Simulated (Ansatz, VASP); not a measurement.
**One calculation of P, two programs**

```
CELL_PARAMETERS angstrom
1.65480 -5.65066 0.00000
1.65480 5.65066 0.00000
0.00000 0.00000 4.56473
ATOMIC_POSITIONS crystal
P 0.90611 0.09389 0.08654
P 0.59389 0.40611 0.58654
P 0.09389 0.90611 0.91346
P 0.40611 0.59389 0.41346
```

Alike in both runs: functional PBE; k mesh 12 × 12 × 8; occupations gaussian, width 0.01 eV; no spin polarisation.

Ansatz relaxed the structure, and its values are those at the end. VASP's run is a single point on that final structure, the one shown.

|  | VASP | Ansatz |
| --- | --- | --- |
| version | VASP 6.6.1 | Ansatz 0.2.0 |
| potentials or method | VASP PAW PBE potentials, release 64 (P), cutoff 520 eV | scalar-relativistic, plane waves, PAW |
| valence electrons in the cell | 20 | 20 |

```csv
,VASP,Ansatz,Ansatz less VASP
gap on the k mesh at the Fermi level (eV),0.15,0.14,-0.017
least direct gap on the mesh (eV),0.15,0.14,-0.017
pressure (GPa),-0.3,0.0,+0.31
rms of the force components (eV/Å),0.030,0.000,-0.0294
```
